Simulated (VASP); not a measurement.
Write the native input for VASP 6.6.1 that does the following.

| Quantity | Value |
| --- | --- |
| Task | single point |
| Functional | revPBE |
| Potentials or basis | VASP PAW PBE potentials, release 64 (Au) |
| Cutoff | 520 eV |
| k mesh | 15 × 15 × 15 |
| Occupations | fermi-dirac, width 0.1 eV |
| Spin | no spin polarisation |
| Dipole correction | no |
| Further INCAR settings | ALGO = Normal; EDIFF = 1e-06; NBANDS = 12 |

The structure of Au lies in POSCAR:

```
Au
1.0
   -1.5936257874      1.5936257874      1.5936257874
    1.5936257874     -1.5936257874      1.5936257874
    1.5936257874      1.5936257874     -1.5936257874
Au
1
Direct
    0.0000000000      0.0000000000      0.0000000000
```

This cell differs from its parent crystal: volume scaled by 0.88.

These files were run (other wordings do the same):

INCAR

```
PREC = Accurate
ENCUT = 520
EDIFF = 1E-6
ISMEAR = -1
SIGMA = 0.1
LREAL = F
LASPH = T
NELM = 80
ALGO = Normal
ISIF = 2
LWAVE = F
LCHARG = F
GGA = RE
NBANDS = 12
```

KPOINTS

```
regular mesh
0
Gamma
  15 15 15
```

Potentials or basis: VASP PAW PBE potentials, release 64 (Au).

Run with:

```sh
$ cat potpaw_PBE.64/Au/POTCAR > POTCAR
$ mpirun -np 1 vasp_std > vasp.out
```

Results of the run:

The pressure is 23.2 GPa.

Caveat: the PAW data sets were made with another functional, which shifts forces and pressure a little.

Run time: 8.4 s on 1 thread of Intel Xeon 6975P-C, on a shared host, peak memory 0.16 GiB.
